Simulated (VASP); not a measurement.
# Sn8O16F (a cell with a defect) (F interstitial hop between voids) in VASP: notebook

Sn8O16F (a cell with a defect) (F interstitial hop between voids) is run at these levels: PBE; tasks: single point.

Program: VASP 6.6.1. These are calculated values, not measurements. Logs are shortened: lines on timing, memory, paths and dates and some standing lists are left out, and cuts for length are marked.

## (1) The cell of the first run

The cell holds a defect, 25 atoms: a = 6.827 Å, b = 6.827 Å, c = 6.476 Å, α = 90.00°, β = 90.00°, γ = 90.00°.

## (2) Single point, PBE, collinear spin

File INCAR:

```
SYSTEM = Sn8O16F
PREC = Accurate ; ENCUT = 520
EDIFF = 1E-6 ; ISMEAR = -1
SIGMA = 0.01 ; LREAL = Auto
LASPH = .True. ; NELM = 150
ALGO = Normal ; ISIF = 2
LWAVE = .False. ; LCHARG = .False.
ISPIN = 2 ; MAGMOM = 0 0 0 0 0 0 0 0 0 0.4 0.4 0 0 0 0 0 0 0 0 0 0 0 0 0 0.32
LORBIT = 11 ; NUPDOWN = 1.0
GGA = PE ; NBANDS = 130
```

File KPOINTS:

```
Automatic mesh
0
Gamma
  1 1 1
  0 0 0
```

File POSCAR:

```
Sn8O16F
1.0
    4.8274600300      4.8274600300      0.0000000000
   -4.8274600300      4.8274600300      0.0000000000
    0.0000000000      0.0000000000      6.4759066800
Sn O F
8 16 1
Direct
    0.0093627443      0.5056954094      0.2445852827
    0.4898208065     -0.0058697995      0.2445720110
   -0.0078342829     -0.0001844476     -0.0079281657
    0.5070655787      0.4999837850     -0.0079234673
    0.0053680074      0.5063331563      0.7445439017
    0.4938798972     -0.0065508604      0.7445194869
   -0.0077856731     -0.0000980194      0.4970374195
    0.5070373933      0.4998939224      0.4970310669
    0.0005489715      0.8143125199      0.2445764644
    0.5633962121      0.3021642868      0.2444780805
   -0.0642229956      0.1976728911      0.2444665398
    0.4986808237      0.6855022964      0.2445787235
    0.3002966774     -0.0237563444     -0.0104715080
    0.8144466897      0.5050917337     -0.0068755989
    0.1989251056      0.5235145567     -0.0104573561
    0.6847666515     -0.0052640580     -0.0069087366
   -0.0165420868      0.8115297454      0.7445478583
    0.4893600854      0.3034453931      0.7445743312
    0.0098253063      0.1963460798      0.7445816533
    0.5158036175      0.6882636735      0.7445538242
    0.3003142859     -0.0238942535      0.4995597915
    0.8144010369      0.5047933583      0.4960379000
    0.1989312385      0.5236539116      0.4995537116
    0.6848450573     -0.0049721356      0.4960309668
    0.2495587847      0.2498028780      0.2446059452
```

Potentials or basis: VASP PAW PBE potentials, release 64 (Sn_d, O, F).

Started as:

```
$ cat potpaw_PBE.64/Sn_d/POTCAR potpaw_PBE.64/O/POTCAR potpaw_PBE.64/F/POTCAR > POTCAR
$ mpirun -np 1 vasp_gam > vasp.out
```

OUTCAR:

```text
SYSTEM = Sn8O16F
   PREC = Accurate
   ENCUT = 520
   EDIFF = 1E-6
   ISMEAR = -1
   LREAL = Auto
   LASPH = .True.
   NELM = 150
   ISIF = 2
   ISPIN = 2
   LORBIT = 11
   NUPDOWN = 1.0
   GGA = PE

 ion  position               nearest neighbor table
   1  0.009  0.506  0.245-  23 2.10  15 2.10  14 2.10  22 2.10   9 2.11  11 2.16  25 2.40   5 3.24
                             5 3.24   3 3.75   7 3.75
   2  0.490  0.994  0.245-  21 2.10  13 2.10  16 2.10  24 2.10  12 2.11  10 2.16  25 2.40   6 3.24
                             6 3.24   4 3.75   8 3.75
   3  0.992  1.000  0.992-  17 2.06   9 2.07  19 2.09  16 2.10  13 2.11  11 2.16   7 3.21   7 3.27
                             5 3.73   1 3.75
   4  0.507  0.500  0.992-  20 2.06  12 2.07  18 2.09  14 2.10  15 2.11  10 2.15   8 3.21   8 3.27
                             6 3.73   2 3.75
   5  0.005  0.506  0.745-  15 2.07  23 2.07  22 2.07  14 2.07  17 2.09  19 2.12   1 3.24   1 3.24
                             3 3.73   7 3.73
   6  0.494  0.993  0.745-  21 2.07  13 2.07  24 2.07  16 2.07  20 2.09  18 2.12   2 3.24   2 3.24
                             4 3.73   8 3.73
   7  0.992  1.000  0.497-  17 2.06   9 2.07  19 2.09  24 2.10  21 2.11  11 2.16   3 3.21   3 3.27
                             5 3.73   1 3.75
   8  0.507  0.500  0.497-  20 2.06  12 2.07  18 2.09  22 2.10  23 2.11  10 2.16   4 3.21   4 3.27
                             6 3.73   2 3.75
   9  0.001  0.814  0.245-   3 2.07   7 2.07   1 2.11
  10  0.563  0.302  0.244-   4 2.15   8 2.16   2 2.16
  11  0.936  0.198  0.244-   3 2.16   7 2.16   1 2.16
  12  0.499  0.686  0.245-   4 2.07   8 2.07   2 2.11
  13  0.300  0.976  0.990-   6 2.07   2 2.10   3 2.11
  14  0.814  0.505  0.993-   5 2.07   4 2.10   1 2.10
[... 8 lines left out ...]
  23  0.199  0.524  0.500-   5 2.07   1 2.10   8 2.11
  24  0.685  0.995  0.496-   6 2.07   7 2.10   2 2.10
  25  0.250  0.250  0.245-   2 2.40   1 2.40

  LATTYP: Found a simple tetragonal cell.
 ALAT       =     6.8270594462
 C/A-ratio  =     0.9485645659

  Lattice vectors:

 A1 = (   4.8274600300,   4.8274600300,   0.0000000000)
 A2 = (  -4.8274600300,   4.8274600300,   0.0000000000)
 A3 = (   0.0000000000,   0.0000000000,   6.4759066800)

Analysis of symmetry for initial positions (statically):
=====================================================================
 Subroutine PRICEL returns:
 Original cell was already a primitive cell.

 Routine SETGRP: Setting up the symmetry group for a
 simple tetragonal supercell.

 Subroutine GETGRP returns: Found  1 space group operations
 (whereof  1 operations were pure point group operations)
 out of a pool of 16 trial point group operations.

The static configuration has the point symmetry C_1 .

Analysis of symmetry for dynamics (positions and initial velocities):
=====================================================================
 Subroutine PRICEL returns:
 Original cell was already a primitive cell.

 Routine SETGRP: Setting up the symmetry group for a
 simple tetragonal supercell.

 Subroutine GETGRP returns: Found  1 space group operations
 (whereof  1 operations were pure point group operations)
 out of a pool of 16 trial point group operations.

The dynamic configuration has the point symmetry C_1 .

Analysis of structural, dynamic, and magnetic symmetry:
=====================================================================
 Subroutine PRICEL returns:
 Original cell was already a primitive cell.

 Routine SETGRP: Setting up the symmetry group for a
 simple tetragonal supercell.

 Subroutine GETGRP returns: Found  1 space group operations
 (whereof  1 operations were pure point group operations)
 out of a pool of 16 trial point group operations.

The overall configuration has the point symmetry C_1 .

 Subroutine INISYM returns: Found  1 space group operations
 (whereof  1 operations are pure point group operations),
 and found     1 'primitive' translations

----------------------------------------------------------------------------------------

[... 43 lines left out ...]
  ---------------------------------------------------
  free energy    TOTEN  =      -147.27368402 eV

  energy without entropy =     -147.27368402  energy(sigma->0) =     -147.27368402

 E-fermi :   6.0626     XC(G=0): -11.1403

 val. band max:        5.7510030994   @ k =   0.0000   0.0000   0.0000
 cond. band min:       6.4424432461   @ k =   0.0000   0.0000   0.0000
 fundamental gap:      0.6914401467
 Fermi energy:         5.9492777908

 spin component 1

 k-point     1 :       0.0000    0.0000    0.0000
  band No.  band energies     occupation
      1     -16.4681      1.00000
      2     -15.3316      1.00000
      3     -15.2479      1.00000
      4     -15.2443      1.00000
      5     -15.1559      1.00000
      6     -15.0910      1.00000
[... 111 lines left out ...]
    118      12.3976      0.00000
    119      12.8430      0.00000
 Fermi energy:         6.0625798632

 spin component 2

 k-point     1 :       0.0000    0.0000    0.0000
  band No.  band energies     occupation
      1     -15.9839      1.00000
      2     -15.3265      1.00000
      3     -15.2377      1.00000
      4     -15.2193      1.00000
      5     -15.1388      1.00000
      6     -15.0913      1.00000
[... 111 lines left out ...]
    118      12.4154      0.00000
    119      12.8609      0.00000
 [bands above 119 left out]

------------------------ aborting loop because EDIFF is reached ----------------------------------------

  FORCE on cell =-STRESS in cart. coord.  units (eV):
  Direction    XX          YY          ZZ          XY          YZ          ZX
  --------------------------------------------------------------------------------------
  -------------------------------------------------------------------------------------
  Total        2.6472400      4.6811988      3.2177130     -3.4525057     -0.0060930     -0.0034586
  in kB       14.0519292     24.8484736     17.0800812    -18.3263948     -0.0323427     -0.0183588
  external PRESSURE =      18.6601613 kB  Pullay stress =       0.0000000 kB

 VOLUME and BASIS-vectors are now :
 -----------------------------------------------------------------------------
  energy-cutoff  :      520.00
  volume of cell :      301.83
      direct lattice vectors                 reciprocal lattice vectors
     4.827460030  4.827460030  0.000000000     0.103574136  0.103574136  0.000000000
    -4.827460030  4.827460030  0.000000000    -0.103574136  0.103574136  0.000000000
     0.000000000  0.000000000  6.475906680     0.000000000  0.000000000  0.154418532

 POSITION                                       TOTAL-FORCE (eV/Angst)
 -----------------------------------------------------------------------------------
     -2.39603      2.48642      1.58391        -0.020600      0.008103      0.000761
     -2.43453      7.16371      1.58383         0.025848     -0.005858     -0.002199
     -0.03693      9.61621      6.42456         0.004276     -0.003515     -0.008598
      0.03419      4.86149      6.42460        -0.006342      0.002435     -0.009354
     -2.41839      2.47022      4.82160        -0.022450     -0.007852      0.003443
     -2.41165      7.18002      4.82144         0.021426      0.009249      0.011696
[... 17 lines left out ...]
     -1.49740      8.10952      3.21225         0.005809      0.013869     -0.006450
     -0.00118      2.41065      1.58405        -0.001625      0.001401      0.005387
 -----------------------------------------------------------------------------------
    total drift:                                0.004048      0.008873     -0.051892

  FREE ENERGIE OF THE ION-ELECTRON SYSTEM (eV)
  ---------------------------------------------------
  free  energy   TOTEN  =      -147.2736840158 eV

  energy  without entropy=     -147.2736840158  energy(sigma->0) =     -147.27368402

 total charge

# of ion       s       p       d       tot
------------------------------------------
    1        0.835   1.017  10.302  12.154
    2        0.835   1.017  10.302  12.153
    3        0.837   1.060  10.312  12.209
    4        0.837   1.060  10.312  12.209
    5        0.839   1.089  10.336  12.263
    6        0.839   1.089  10.336  12.263
[... 17 lines left out ...]
   24        1.552   3.504   0.000   5.056
   25        1.759   4.283   0.000   6.043
--------------------------------------------------
tot         33.368  68.486  82.522 184.376

 magnetization (x)

# of ion       s       p       d       tot
------------------------------------------
    1       -0.002  -0.004  -0.001  -0.008
    2       -0.002  -0.004  -0.001  -0.008
    3       -0.002  -0.003  -0.000  -0.005
    4       -0.002  -0.003  -0.000  -0.005
    5        0.001   0.000  -0.000   0.001
    6        0.001   0.000  -0.000   0.001
[... 17 lines left out ...]
   24        0.000   0.000   0.000   0.000
   25        0.001   0.278   0.000   0.279
--------------------------------------------------
tot          0.001   0.905  -0.003   0.903
```

It took 3.6 min on 1 thread of AMD EPYC 7R13, shared host; peak memory 0.44 GiB.

Results:

```
Free energy                                           : -147.2737 eV
Pressure                                              : 1.9 GPa
Largest force                                         : 0.035 eV/Å
Net moment                                            : 1.00 μB per cell
Site moments                                          : Sn -0.01, +0.00; O -0.00, +0.34, +0.00; F +0.28 μB
Valence electrons inside the program's atomic spheres : Sn 12.15, 12.21, 12.26; O 5.06, 4.95, 5.05, 5.07, 5.04; F 6.04
```

Forces on the atoms (eV/Å):
```
Sn  -0.021  0.008  0.001
Sn   0.026 -0.006 -0.002
Sn   0.004 -0.004 -0.009
Sn  -0.006  0.002 -0.009
Sn  -0.022 -0.008  0.003
Sn   0.021  0.009  0.012
Sn  -0.004 -0.013 -0.003
Sn   0.002  0.013  0.005
O    0.005 -0.006 -0.001
O    0.020 -0.006  0.003
O   -0.018  0.003  0.004
O   -0.005  0.008 -0.002
O   -0.018 -0.019  0.017
O   -0.006 -0.019 -0.002
O    0.019  0.019  0.020
O    0.006  0.020  0.002
O    0.015 -0.026 -0.006
O    0.018 -0.029  0.002
O   -0.018  0.031  0.000
O   -0.014  0.023 -0.006
O   -0.017 -0.018 -0.010
O   -0.004 -0.013 -0.005
O    0.014  0.015 -0.012
O    0.006  0.014 -0.006
F   -0.002  0.001  0.005
```

Caveat: the k points lie up to 0.97 Å⁻¹ apart; spin-orbit coupling is left out, which moves the levels of the heavy elements; the total moment is fixed, so each spin has its own Fermi level.

## (3) Single point, PBE, collinear spin

File INCAR:

```
SYSTEM = Sn8O16F
PREC     = Accurate       ! precision mode
ENCUT    = 520            ! plane-wave cutoff, eV
EDIFF    = 1E-7           ! SCF threshold, eV
ISMEAR   = -1             ! smearing method
SIGMA    = 0.01           ! smearing width, eV
LREAL    = Auto         
LASPH    = .TRUE.         ! aspherical terms in the spheres
NELM     = 150            ! most SCF steps
ALGO     = Normal         ! electronic algorithm
ISIF     = 2              ! what is computed and relaxed
LWAVE    = .FALSE.        ! write WAVECAR
LCHARG   = .TRUE.         ! write CHGCAR
ISPIN    = 2              ! spin polarisation
MAGMOM   = 0 0 0 0 0 0 0 0 0 0 0 0 0.41 0 0.41 0 0 0 0 0 0 0 0 0 0.32 ! initial moments
LORBIT   = 11             ! projections on sites
NUPDOWN  = 1.0            ! fixed moment
GGA      = PE             ! functional
LELF     = .TRUE.         ! ELF
LVHAR    = .TRUE.       
NBANDS   = 130            ! bands
```

File KPOINTS:

```
Automatic mesh
0
G
  1 1 1
  0 0 0
```

File POSCAR:

```
Sn8O16F
1.0
    4.8274600300      4.8274600300      0.0000000000
   -4.8274600300      4.8274600300      0.0000000000
    0.0000000000      0.0000000000      6.4759066800
Sn O F
8 16 1
Direct
    0.0001179416      0.5071689112      0.2474625738
    0.4996471406     -0.0072762997      0.2474668828
   -0.0060975744      0.0099890609     -0.0051859374
    0.5058247195      0.4898680027     -0.0051614588
   -0.0002763568      0.5071462331      0.7423781860
    0.5000185577     -0.0072726139      0.7423723380
   -0.0067374868      0.0050478443      0.4947885323
    0.5064957052      0.4948566809      0.4948111479
   -0.0069553016      0.8145489855      0.2459255638
    0.5219741529      0.3008520182      0.2502123912
   -0.0222510555      0.1990459259      0.2501745888
    0.5067293854      0.6853733101      0.2459277719
    0.3018190367     -0.0639903428     -0.0051985382
    0.8146914448      0.4964736647     -0.0049507350
    0.1979083951      0.5641767257     -0.0051892493
    0.6850634141      0.0033709087     -0.0049529407
   -0.0076893379      0.8145962167      0.7437771270
    0.5226794561      0.3008470782      0.7393725551
   -0.0229212445      0.1990467597      0.7393559078
    0.5073569739      0.6853075667      0.7438304092
    0.3032164136      0.0081280769      0.4950771766
    0.8116588029      0.5150475872      0.4947981318
    0.1965475974      0.4917549958      0.4950943371
    0.6880946176     -0.0150906120      0.4948032039
    0.2498345800      0.2501198751     -0.0056999235
```

Potentials or basis: VASP PAW PBE potentials, release 64 (Sn_d, O, F).

Started as:

```
$ cat potpaw_PBE.64/Sn_d/POTCAR potpaw_PBE.64/O/POTCAR potpaw_PBE.64/F/POTCAR > POTCAR
$ mpirun -np 1 vasp_gam > vasp.out
```

Run time: 5 min. Hardware: 1 thread of AMD EPYC 7R13, shared host; peak memory 0.44 GiB.

It converged, with:

```
Free energy                                           : -147.2723 eV
Pressure                                              : 1.9 GPa
Largest force                                         : 0.036 eV/Å
Net moment                                            : 1.00 μB per cell
Site moments                                          : Sn -0.01, +0.00; O +0.00, -0.00, +0.34; F +0.28 μB
Valence electrons inside the program's atomic spheres : Sn 12.21, 12.15, 12.26; O 5.06, 5.05, 4.95, 5.04, 5.07; F 6.04
```

Forces on the atoms (eV/Å):
```
Sn  -0.017  0.002 -0.014
Sn   0.016  0.001 -0.013
Sn  -0.016 -0.023 -0.002
Sn   0.015  0.023  0.000
Sn  -0.001 -0.003  0.005
Sn   0.001  0.007  0.003
Sn  -0.007 -0.012  0.007
Sn   0.006  0.015  0.010
O    0.024 -0.007 -0.002
O    0.014 -0.011 -0.008
O   -0.014  0.012 -0.007
O   -0.023  0.003 -0.003
O    0.002 -0.028 -0.001
O   -0.018 -0.002 -0.002
O    0.000  0.025 -0.001
O    0.017  0.001 -0.002
O    0.035 -0.004  0.008
O    0.014 -0.017  0.018
O   -0.013  0.017  0.019
O   -0.035  0.003  0.005
O   -0.027 -0.023  0.001
O   -0.019 -0.011 -0.010
O    0.027  0.022 -0.001
O    0.021  0.011 -0.010
F    0.000  0.001  0.001
```

Stress tensor (GPa, compression positive):
```
2.52 1.82 0.00
1.82 1.34 0.00
0.00 0.00 1.73
```

Caveat: the k points lie up to 0.97 Å⁻¹ apart; spin-orbit coupling is left out, which moves the levels of the heavy elements; the total moment is fixed, so each spin has its own Fermi level.

## (4) Single point, PBE, collinear spin

File INCAR:

```
PREC = Accurate ; ENCUT = 520
EDIFF = 1E-6 ; ISMEAR = -1
SIGMA = 0.01 ; LREAL = Auto
LASPH = True ; NELM = 150
ALGO = Normal ; ISIF = 2
LWAVE = False ; LCHARG = False
ISPIN = 2 ; MAGMOM = 0 0 0 0 0 0 0 0 0 0.27 0.01 0 0.06 0 0.4 0 0.04 0 0.01 0 0 0.02 0 0.02 0.23
LORBIT = 11 ; NUPDOWN = 1.0
GGA = PE ; NBANDS = 130
```

File KPOINTS:

```
regular mesh
0
Gamma
  1 1 1
```

File POSCAR:

```
Sn8O16F
1.0
    4.8274600300      4.8274600300      0.0000000000
   -4.8274600300      4.8274600300      0.0000000000
    0.0000000000      0.0000000000      6.4759066800
Sn O F
8 16 1
Direct
    0.0093627911      0.5056954350      0.2445852107
    0.4898208344     -0.0058698570      0.2445720852
   -0.0078342440     -0.0001844655     -0.0079281562
    0.5070656173      0.4999838393     -0.0079235237
    0.0053680403      0.5063331410      0.7445439285
    0.4938798012     -0.0065508569      0.7445195304
   -0.0077856678     -0.0000979811      0.4970374280
    0.5070374451      0.4998939370      0.4970310968
    0.0005489429      0.8143124905      0.2445764089
    0.5633962753      0.3021642833      0.2444780443
   -0.0642230071      0.1976728951      0.2444664629
    0.4986808767      0.6855023096      0.2445787252
    0.3002966345     -0.0237563852     -0.0104715839
    0.8144467226      0.5050917014     -0.0068756395
    0.1989251064      0.5235146401     -0.0104573774
    0.6847667261     -0.0052640519     -0.0069086851
   -0.0165421359      0.8115297642      0.7445477889
    0.4893601367      0.3034453918      0.7445743489
    0.0098252497      0.1963461104      0.7445816066
    0.5158036492      0.6882636996      0.7445538113
    0.3003143456     -0.0238942424      0.4995598547
    0.8144010464      0.5047933043      0.4960378768
    0.1989312173      0.5236539473      0.4995536779
    0.6848450281     -0.0049721800      0.4960309280
    0.2495587726      0.2498027933      0.2446059028
```

Started as:

```
$ cat potpaw_PBE.64/Sn_d/POTCAR potpaw_PBE.64/O/POTCAR potpaw_PBE.64/F/POTCAR > POTCAR
$ mpirun -np 1 vasp_gam > vasp.out
```

Wall time 3.6 min (1 thread of AMD EPYC 7R13, shared host); peak memory 0.43 GiB.

It converged, with:

```
Free energy                                           : -147.2737 eV
Pressure                                              : 1.9 GPa
Largest force                                         : 0.035 eV/Å
Net moment                                            : 1.00 μB per cell
Site moments                                          : Sn -0.01, +0.00; O -0.00, +0.34, +0.00; F +0.28 μB
Valence electrons inside the program's atomic spheres : Sn 12.15, 12.21, 12.26; O 5.06, 4.95, 5.05, 5.07, 5.04; F 6.04
```

Forces on the atoms (eV/Å):
```
Sn  -0.020  0.008  0.001
Sn   0.026 -0.006 -0.002
Sn   0.004 -0.003 -0.008
Sn  -0.006  0.002 -0.009
Sn  -0.022 -0.008  0.003
Sn   0.021  0.009  0.012
Sn  -0.004 -0.013 -0.003
Sn   0.002  0.013  0.005
O    0.005 -0.006 -0.001
O    0.020 -0.006  0.003
O   -0.018  0.003  0.004
O   -0.005  0.008 -0.002
O   -0.018 -0.019  0.017
O   -0.006 -0.019 -0.002
O    0.019  0.019  0.020
O    0.006  0.020  0.002
O    0.015 -0.026 -0.006
O    0.018 -0.029  0.002
O   -0.018  0.031  0.000
O   -0.014  0.023 -0.006
O   -0.017 -0.018 -0.010
O   -0.004 -0.013 -0.005
O    0.014  0.015 -0.012
O    0.006  0.014 -0.006
F   -0.002  0.002  0.005
```

Stress tensor (GPa, compression positive):
```
 1.41 -1.83  0.00
-1.83  2.49  0.00
 0.00  0.00  1.71
```

Caveat: the k points lie up to 0.97 Å⁻¹ apart; spin-orbit coupling is left out, which moves the levels of the heavy elements; the total moment is fixed, so each spin has its own Fermi level.
